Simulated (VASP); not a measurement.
Runs of VASP 6.6.1 on Be. The structure is that of space group Fm-3m (No. 225), or close to it. The cells are those of the table. 

```csv
cell,cutoff (eV),smearing,gap on the mesh (eV),pressure (GPa)
"a = 2.022 Å, angles 60.0°, 1 atom",520,fermi-dirac 0.05 eV,none,58.1
"a = 2.225 Å, angles 60.0°, 1 atom",520,fermi-dirac 0.05 eV,none,0.4
"a = 1.640 Å, angles 60.0°, 1 atom",520,fermi-dirac 0.05 eV,none,521.5
"a = 1.705 Å, angles 60.0°, 1 atom",520,fermi-dirac 0.05 eV,none,373.7
"a = 2.108 Å, angles 60.0°, 1 atom",600,tetrahedron,none,26.9
"a = 1.823 Å, angles 60.0°, 1 atom",520,fermi-dirac 0.05 eV,none,(b)
"a = 1.928 Å, angles 60.0°, 1 atom",520,fermi-dirac 0.05 eV,none,(a)
"a = 2.108 Å, angles 60.0°, 1 atom",520,fermi-dirac 0.05 eV,none,26.9
"a = 2.188 Å, angles 60.0°, 1 atom",520,fermi-dirac 0.05 eV,none,7.3
```

Alike in all rows: task single point; level PBEsol; potentials or basis VASP PAW PBE potentials, release 64 (Be); no spin polarisation; k mesh 23 × 23 × 23.

Question: Estimate the missing entries.

Answer: (a) 109.9; (b) 200.8.

Caveats: the PAW data sets were made with another functional, which shifts forces and pressure a little; tetrahedron occupations give inexact forces and stress in metals (some runs).

A gap of «none» marks levels without a gap at the run's occupations.
